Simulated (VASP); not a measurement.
Runs of VASP 6.6.1 on CuF. The structure is that of space group P6_3mc (No. 186), or close to it. The cells are those of the table. 

```csv
task,potentials or basis,cell,k mesh,cutoff (eV),second run,pressure (GPa),largest force (eV/Å)
single point,"VASP PAW PBE potentials, release 64 (Cu, F)","a = 2.864, b = 2.864, c = 6.810 Å, angles 90.0, 90.0, 120.0°, 4 atoms",18 × 18 × 6,520,-,(a),(b)
single point,"VASP PAW PBE potentials, release 64 (Cu_sv_GW, F)","a = 2.871, b = 2.871, c = 6.800 Å, angles 90.0, 90.0, 120.0°, 4 atoms",9 × 9 × 4,700,valence_matched,-2.7,0.01
single point,"VASP PAW PBE potentials, release 64 (Cu, F)","a = 2.871, b = 2.871, c = 6.800 Å, angles 90.0, 90.0, 120.0°, 4 atoms",9 × 9 × 4,520,-,0.1,0.05
relaxation of cell and atoms,"VASP PAW PBE potentials, release 64 (Cu, F)","relaxed from a = 2.871, b = 2.871, c = 6.800 Å, angles 90.0, 90.0, 120.0°, 4 atoms",18 × 18 × 6,600,-,0.0,-
```

Alike in all rows: level PBE; no spin polarisation; smearing gaussian 0.1 eV.

Problem. Estimate the missing entries.

Solution. (a) 0.2; (b) 0.06.

The runs don't all hold the same shells in valence.
